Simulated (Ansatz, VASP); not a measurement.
**Al6N: VASP beside Ansatz**

File INCAR:

```
SYSTEM = Al6N
  PREC = Accurate
  ENCUT = 520
  EDIFF = 1E-6
  ISMEAR = 0
  SIGMA = 0.1
  LREAL = .False.
  LASPH = .True.
  NELM = 100
  ALGO = Normal
  ISIF = 2
  LWAVE = .False.
  LCHARG = .False.
  LDIPOL = .True.
  IDIPOL = 3
  DIPOL = 0.5 0.5 0.295
  GGA = PE
  NBANDS = 36
```

File KPOINTS:

```
Automatic mesh
0
Gamma
  5 5 1
  0 0 0
```

The input POSCAR:

```
Al6N
1.0
    5.7143028096      0.0000000000      0.0000000000
    0.0000000000      5.7143028096      0.0000000000
    0.0000000000      0.0000000000     22.1750227687
Al N
12 2
Direct
    0.2500000000      0.2500000000      0.1803831293
    0.2500000000      0.7500000000      0.1803831293
    0.7500000000      0.2500000000      0.1803831293
    0.7500000000      0.7500000000      0.1803831293
    0.0000000000      0.0000000000      0.2744094920
    0.0000000000      0.5000000000      0.2744094920
    0.5000000000      0.0000000000      0.2744094920
    0.5000000000      0.5000000000      0.2744094920
    0.2500000000      0.2500000000      0.3686590473
    0.2500000000      0.7500000000      0.3686590473
    0.7500000000      0.2500000000      0.3686590473
    0.7500000000      0.7500000000      0.3686590473
    0.3660379008      0.5000000000      0.4191663236
    0.6339620992      0.5000000000      0.4191663236
```

Input for Ansatz:

```yaml
crystal:
  lattice:
    - [5.7143028096, 0.0, 0.0]
    - [0.0, 5.7143028096, 0.0]
    - [0.0, 0.0, 22.1750227687]
  atoms:
    - { symbol: Al, position: [0.25, 0.25, 0.1803831293] }
    - { symbol: Al, position: [0.25, 0.75, 0.1803831293] }
    - { symbol: Al, position: [0.75, 0.25, 0.1803831293] }
    - { symbol: Al, position: [0.75, 0.75, 0.1803831293] }
    - { symbol: Al, position: [0.0, 0.0, 0.274409492] }
    - { symbol: Al, position: [0.0, 0.5, 0.274409492] }
    - { symbol: Al, position: [0.5, 0.0, 0.274409492] }
    - { symbol: Al, position: [0.5, 0.5, 0.274409492] }
    - { symbol: Al, position: [0.25, 0.25, 0.3686590473] }
    - { symbol: Al, position: [0.25, 0.75, 0.3686590473] }
    - { symbol: Al, position: [0.75, 0.25, 0.3686590473] }
    - { symbol: Al, position: [0.75, 0.75, 0.3686590473] }
    - { symbol: "N", position: [0.3660379008, 0.5, 0.4191663236] }
    - { symbol: "N", position: [0.6339620992, 0.5, 0.4191663236] }
basis:
  ecutwfc: 420
kpoints:
  mp_grid: { grid: [5, 5, 1] }
hamiltonian:
  xc: pbe
scf:
  occupations: { method: gaussian, width: 0.1 }
output:
  forces: true
  eigenvalues: true
efield:
  axis: 3
  dipole_correction: true
  ramp_width: 0.04
```

Alike in both runs: task single point; functional PBE; k mesh 5 × 5 × 1; occupations gaussian, width 0.1 eV; no spin polarisation.

|  | VASP | Ansatz |
| --- | --- | --- |
| version | VASP 6.6.1 | Ansatz 0.2.0 |
| potentials or method | VASP PAW PBE potentials, release 64 (Al, N), cutoff 520 eV | scalar-relativistic, plane waves, PAW |
| valence electrons in the cell | 46 | 46 |

Ansatz gave:

| Property | Result |
| --- | --- |
| gap on the k mesh at the Fermi level (eV) | none |
| rms of the force components (eV/Å) | 0.431 |

**Question.** Estimate VASP's values.

**Answer.** gap on the k mesh at the Fermi level (eV): none; rms of the force components (eV/Å): 0.426.

Atom by atom the forces differ by 0.006 eV/Å (rms over components). A gap of «none» marks a metal or a gap that the smearing closes. The functional is the same, so the differences come from potentials, cutoffs and numerics.
